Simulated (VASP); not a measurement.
# Sn2GeTe4 (C2/m) in VASP: single point with PBE

Aim: the single point of Sn2GeTe4 with PBE.

All numbers are computed with VASP 6.6.1; they aren't measurements. Logs are shortened: lines on timing, memory, paths and dates and some standing lists are left out, and cuts for length are marked.

## 1. The cell of the first run

The structure is monoclinic, space group C2/m (No. 12). The conventional cell has a = 15.884 Å, b = 4.290 Å, c = 7.391 Å, α = 90.00°, β = 116.51°, γ = 90.00°. Within 4.0 Å of Sn (site symmetry m) lie 6 Te at 3.01 to 3.19 Å and 1 Ge at 3.68 Å. Ge (site symmetry 2/m) has 6 Te at 2.97 to 2.99 Å and 2 Sn at 3.68 Å within 3.9 Å. Te (site symmetry m) has 1 Ge at 2.99 Å and 3 Sn at 3.01 to 3.05 Å within 3.9 Å. Te (site symmetry m) has 2 Ge at 2.97 Å and 3 Sn at 3.17 to 3.19 Å within 3.9 Å.

## 2. Single point, PBE

INCAR

```
PREC = Accurate
ENCUT = 520
EDIFF = 1E-6
ISMEAR = 0
SIGMA = 0.2
LREAL = False
LASPH = True
NELM = 80
ALGO = Normal
ISIF = 2
LWAVE = False
LCHARG = True
GGA = PE
LELF = True
LVHAR = True
NBANDS = 42
```

KPOINTS

```
Automatic mesh
0
Gamma
  4 4 3
```

POSCAR

```
Sn2GeTe4
1.0
    7.9411286939     -2.1449908564     -0.1123313378
    7.9411286939      2.1449908564     -0.1123313378
   -3.2048289989      0.0000000000      6.6594779799
Sn Ge Te
2 1 4
Direct
    0.2585470874      0.2585470874      0.2793340535
    0.7414529126      0.7414529126      0.7206659465
    0.0000000000      0.0000000000      0.0000000000
    0.8850990407      0.8850990407      0.5515380154
    0.1149009593      0.1149009593      0.4484619846
    0.3783787054      0.3783787054      0.0320497047
    0.6216212946      0.6216212946      0.9679502953
```

Potentials or basis: VASP PAW PBE potentials, release 64 (Sn_d, Ge_d, Te).

The run is started by

```bash
> cat potpaw_PBE.64/Sn_d/POTCAR potpaw_PBE.64/Ge_d/POTCAR potpaw_PBE.64/Te/POTCAR > POTCAR
> mpirun -np 1 vasp_std > vasp.out
```

OUTCAR:

```text
PREC = Accurate
   ENCUT = 520
   EDIFF = 1E-6
   ISMEAR = 0
   LREAL = False
   LASPH = True
   NELM = 80
   ISIF = 2
   GGA = PE

 ion  position               nearest neighbor table
   1  0.259  0.259  0.279-   4 3.01   4 3.01   5 3.05   6 3.17   7 3.19   7 3.19
   2  0.741  0.741  0.721-   5 3.01   5 3.01   4 3.05   7 3.17   6 3.19   6 3.19
   3  0.000  0.000  0.000-   7 2.97   7 2.97   6 2.97   6 2.97   4 2.99   5 2.99
   4  0.885  0.885  0.552-   3 2.99   1 3.01   1 3.01   2 3.05
   5  0.115  0.115  0.448-   3 2.99   2 3.01   2 3.01   1 3.05
   6  0.378  0.378  0.032-   3 2.97   3 2.97   1 3.17   2 3.19   2 3.19
   7  0.622  0.622  0.968-   3 2.97   3 2.97   2 3.17   1 3.19   1 3.19

  LATTYP: Found a base centered monoclinic cell.
 ALAT       =    15.8838462927
 B/A-ratio  =     0.2700845648
 C/A-ratio  =     0.4652843938
 COS(beta)  =    -0.4463430259

  Lattice vectors:

 A1 = (   7.9411286939,  -2.1449908564,  -0.1123313378)
 A2 = (   7.9411286939,   2.1449908564,  -0.1123313378)
 A3 = (  -3.2048289989,   0.0000000000,   6.6594779799)

Analysis of symmetry for initial positions (statically):
=====================================================================
 Subroutine PRICEL returns:
 Original cell was already a primitive cell.

 Routine SETGRP: Setting up the symmetry group for a
 base centered monoclinic supercell.

 Subroutine GETGRP returns: Found  4 space group operations
 (whereof  4 operations were pure point group operations)
 out of a pool of  4 trial point group operations.

The static configuration has the point symmetry C_2h.

Analysis of symmetry for dynamics (positions and initial velocities):
=====================================================================
 Subroutine PRICEL returns:
 Original cell was already a primitive cell.

 Routine SETGRP: Setting up the symmetry group for a
 base centered monoclinic supercell.

 Subroutine GETGRP returns: Found  4 space group operations
 (whereof  4 operations were pure point group operations)
 out of a pool of  4 trial point group operations.

The dynamic configuration has the point symmetry C_2h.

 Subroutine INISYM returns: Found  4 space group operations
 (whereof  4 operations are pure point group operations),
 and found     1 'primitive' translations

----------------------------------------------------------------------------------------

                                     Primitive cell

  volume of cell :     225.3260

  direct lattice vectors                    reciprocal lattice vectors
     7.941128694 -2.144990856 -0.112331338     0.063394898 -0.233101227  0.030508369
     7.941128694  2.144990856 -0.112331338     0.063394898  0.233101227  0.030508369
    -3.204828999  0.000000000  6.659477980     0.002138676  0.000000000  0.151191144

  length of vectors
     8.226489472  8.226489472  7.390505793     0.243486869  0.243486869  0.151206269

  position of ions in fractional coordinates (direct lattice)
     0.258547087  0.258547087  0.279334054
     0.741452913  0.741452913  0.720665946
     0.000000000  0.000000000  0.000000000
     0.885099041  0.885099041  0.551538015
     0.114900959  0.114900959  0.448461985
     0.378378705  0.378378705  0.032049705
     0.621621295  0.621621295  0.967950295

  ion indices of the primitive-cell ions
   primitive index   ion index
                 1           1
                 2           2
                 3           3
                 4           4
                 5           5
                 6           6
                 7           7

----------------------------------------------------------------------------------------

 KPOINTS: Automatic mesh

Automatic generation of k-mesh.
 Grid dimensions read from file:
 generate k-points for:    4    4    3

 Generating k-lattice:

  Cartesian coordinates                     Fractional coordinates (reciprocal lattice)
     0.015848725 -0.058275307  0.007627092     0.250000000  0.000000000 -0.000000000
     0.015848725  0.058275307  0.007627092     0.000000000  0.250000000 -0.000000000
     0.000712892  0.000000000  0.050397048    -0.000000000 -0.000000000  0.333333333

  Length of vectors
     0.060871717  0.060871717  0.050402090

  Shift w.r.t. Gamma in fractional coordinates (k-lattice)
     0.000000000  0.000000000  0.000000000

 Subroutine IBZKPT returns following result:
 ===========================================

 Found     17 irreducible k-points:

 Following reciprocal coordinates:
            Coordinates               Weight
  0.000000  0.000000  0.000000      1.000000
  0.250000  0.000000 -0.000000      4.000000
  0.500000  0.000000 -0.000000      2.000000
  0.250000  0.250000  0.000000      2.000000
  0.500000  0.250000  0.000000      4.000000
 -0.250000  0.250000  0.000000      2.000000
[... 9 lines left out ...]
 -0.250000  0.500000  0.333333      4.000000
 -0.250000 -0.250000  0.333333      2.000000
   k-points           NKPTS =     17   k-points in BZ     NKDIM =     17   number of bands    NBANDS=     42
   number of dos      NEDOS =    301   number of ions     NIONS =      7
   total plane-waves  NPLWV = 229376
   dimension x,y,z NGX =    64 NGY =   64 NGZ =   56
   dimension x,y,z NGXF=   128 NGYF=  128 NGZF=  112
   ions per type =               2   1   4
   NGX,Y,Z   is equivalent  to a cutoff of  12.93, 12.93, 12.60 a.u.
   NGXF,Y,Z  is equivalent  to a cutoff of  25.87, 25.87, 25.19 a.u.
 SYSTEM =  unknown system
   PREC   = accura    normal or accurate (medium, high low for compatibility)
   ISTART =      0    job   : 0-new  1-cont  2-samecut
   ICHARG =      2    charge: 1-file 2-atom 10-const
   ISPIN  =      1    spin polarized calculation?
   LNONCOLLINEAR =      F non collinear calculations
   LSORBIT =      F    spin-orbit coupling
   LASPH  =      T    aspherical Exc in radial PAW
   ENCUT  =  520.0 eV  38.22 Ry    6.18 a.u.  15.30 15.30 13.74*2*pi/ulx,y,z
   NELM   =     80;   NELMIN=  2; NELMDL= -5     # of ELM steps
   EDIFF  = 0.1E-05   stopping-criterion for ELM
   LREAL  =      F    real-space projection
   EDIFFG = 0.1E-04   stopping-criterion for IOM
   NSW    =      0    number of steps for IOM
   IBRION =     -1    ionic relax: 0-MD 1-quasi-New 2-CG
   NFREE  =      0    steps in history (QN), initial steepest desc. (CG)
   ISIF   =      2    stress and relaxation
   ISYM   =      2    0-nonsym 1-usesym 2-fastsym
   POTIM  = 0.5000    time-step for ionic-motion
   TEBEG  =    0.0;   TEEND  =   0.0 temperature during run
   PSTRESS=    0.0 pullay stress
   NELECT =      66.0000    total number of electrons
   NUPDOWN=      -1.0000    fix difference up-down
   EMIN   =  10.00;   EMAX   =-10.00  energy-range for DOS
   EFERMI =   0.00;   METHOD = LEGACY
   ISMEAR =     0;   SIGMA  =   0.20  broadening in eV -4-tet -1-fermi 0-gaus
   EFERMI_NEDOS =   21; number of points for ismear=-14 and -15
   IALGO  =     38    algorithm
   IMIX   =      4    mixing-type and parameters
     AMIX     =   0.40;   BMIX     =  1.00
     AMIX_MAG =   1.60;   BMIX_MAG =  1.00
  volume/ion in A,a.u.               =      32.19       217.22
  Fermi-wavevector in a.u.,A,eV,Ry     =   1.087224  2.054555 16.082849  1.182056
  Thomas-Fermi vector in A             =   2.223379
   LORBIT       =      0    0 simple, 1 ext, 2 COOP (PROOUT), +10 PAW based schemes
   GGA     = PE    functional components
   LHFCALC =     F    Hartree Fock is set to
   AEXX    =    0.0000 exact exchange contribution
   IVDW    =     0    specifies the selected vdW correction
   LEPSILON=     F    determine dielectric tensor
   LRPA    =     F    only Hartree local field effects (RPA)
 non-spin polarized calculation
 Gauss-broadening in eV      SIGMA  =   0.20
  energy-cutoff  :      520.00
  volume of cell :      225.33
 maximum number of plane-waves:      6091
 NGX is ok and might be reduce to    64
   NGX = 31   NGY = 31   NGZ = 27

 number of electron      65.9999996 magnetization

 Free energy of the ion-electron system (eV)
  ---------------------------------------------------
  ext. energy  EPLUGINS =         0.00000000
  ---------------------------------------------------
  free energy    TOTEN  =       -25.80020364 eV

  energy without entropy =      -25.71824679  energy(sigma->0) =      -25.75922522

 E-fermi :   5.4555     XC(G=0):  -9.1826

 val. band max:        5.4452480128   @ k =   0.2500   0.2500   0.3333
 cond. band min:       5.4663547464   @ k =   0.5000   0.5000   0.0000
 fundamental gap:      0.0211067336
 Fermi energy:         5.4554958933

 k-point     1 :       0.0000    0.0000    0.0000
  band No.  band energies     occupation
      1     -19.3394      2.00000
      2     -19.3300      2.00000
      3     -19.3253      2.00000
      4     -19.3242      2.00000
      5     -19.3190      2.00000
      6     -16.0206      2.00000
[... 34 lines left out ...]
     41       8.7589      0.00000
     42       8.8837      0.00000

 k-point     2 :       0.2500    0.0000   -0.0000
  band No.  band energies     occupation
      1     -19.3390      2.00000
      2     -19.3300      2.00000
      3     -19.3260      2.00000
      4     -19.3249      2.00000
      5     -19.3180      2.00000
      6     -16.0176      2.00000
[... 34 lines left out ...]
     41       9.4235      0.00000
     42       9.8016      0.00000

 k-point     3 :       0.5000    0.0000   -0.0000
  band No.  band energies     occupation
      1     -19.3385      2.00000
      2     -19.3299      2.00000
      3     -19.3268      2.00000
      4     -19.3254      2.00000
      5     -19.3170      2.00000
      6     -16.0166      2.00000
[... 34 lines left out ...]
     41       9.6980      0.00000
     42      10.2342      0.00000

 k-point     4 :       0.2500    0.2500    0.0000
  band No.  band energies     occupation
      1     -19.3395      2.00000
      2     -19.3300      2.00000
      3     -19.3253      2.00000
      4     -19.3242      2.00000
      5     -19.3190      2.00000
      6     -16.0206      2.00000
[... 529 lines left out ...]
     41       9.5119      0.00000
     42       9.6344      0.00000

 k-point    16 :      -0.2500    0.5000    0.3333
  band No.  band energies     occupation
      1     -19.3390      2.00000
      2     -19.3300      2.00000
      3     -19.3260      2.00000
      4     -19.3249      2.00000
      5     -19.3180      2.00000
      6     -16.0181      2.00000
[... 34 lines left out ...]
     41       9.2902      0.00000
     42       9.5409      0.00000

 k-point    17 :      -0.2500   -0.2500    0.3333
  band No.  band energies     occupation
      1     -19.3394      2.00000
      2     -19.3300      2.00000
      3     -19.3253      2.00000
      4     -19.3242      2.00000
      5     -19.3190      2.00000
      6     -16.0184      2.00000
[... 34 lines left out ...]
     41       8.8765      0.00000
     42       9.1718      0.00000

------------------------ aborting loop because EDIFF is reached ----------------------------------------

  FORCE on cell =-STRESS in cart. coord.  units (eV):
  Direction    XX          YY          ZZ          XY          YZ          ZX
  --------------------------------------------------------------------------------------
  -------------------------------------------------------------------------------------
  Total        0.0367774     -0.0805971      0.0699578      0.0000000      0.0000000     -0.0014876
  in kB        0.2615053     -0.5730847      0.4974338      0.0000000      0.0000000     -0.0105777
  external PRESSURE =       0.0619515 kB  Pullay stress =       0.0000000 kB

 VOLUME and BASIS-vectors are now :
 -----------------------------------------------------------------------------
  energy-cutoff  :      520.00
  volume of cell :      225.33
      direct lattice vectors                 reciprocal lattice vectors
     7.941128694 -2.144990856 -0.112331338     0.063394898 -0.233101227  0.030508369
     7.941128694  2.144990856 -0.112331338     0.063394898  0.233101227  0.030508369
    -3.204828999  0.000000000  6.659477980     0.002138676  0.000000000  0.151191144

 POSITION                                       TOTAL-FORCE (eV/Angst)
 -----------------------------------------------------------------------------------
      3.21109      0.00000      1.80213        -0.003951      0.000000     -0.024266
      9.46633      0.00000      4.63268         0.003951      0.000000      0.024266
      0.00000      0.00000      0.00000        -0.000000      0.000000      0.000000
     12.28979      0.00000      3.47411         0.002476      0.000000      0.009076
      0.38764      0.00000      2.96071        -0.002476      0.000000     -0.009076
      5.90679      0.00000      0.12843        -0.005162      0.000000     -0.005452
      6.77063      0.00000      6.30639         0.005162      0.000000      0.005452
 -----------------------------------------------------------------------------------
    total drift:                               -0.000000      0.000000      0.000000

  FREE ENERGIE OF THE ION-ELECTRON SYSTEM (eV)
  ---------------------------------------------------
  free  energy   TOTEN  =       -25.8002036406 eV

  energy  without entropy=      -25.7182467917  energy(sigma->0) =      -25.75922522
```

Wall time 2.3 min (1 thread of Intel Xeon 6975P-C (Granite Rapids), shared host); peak memory 0.59 GiB.

What came out:

| Item | Value |
| --- | --- |
| Free energy | -25.8002 eV |
| Pressure | 0.0 GPa |
| Largest force | 0.025 eV/Å |
| Band gap on the k mesh | zero (band 33 reaches 5.88 eV, above the bottom of band 34 at 5.40 eV) |

Forces on the atoms (eV/Å):
```
Sn  -0.004  0.000 -0.024
Sn   0.004  0.000  0.024
Ge   0.000  0.000  0.000
Te   0.002  0.000  0.009
Te  -0.002  0.000 -0.009
Te  -0.005  0.000 -0.005
Te   0.005  0.000  0.005
```

Caveat: the k points lie up to 0.38 Å⁻¹ apart; spin-orbit coupling is left out, which moves the levels of the heavy elements.
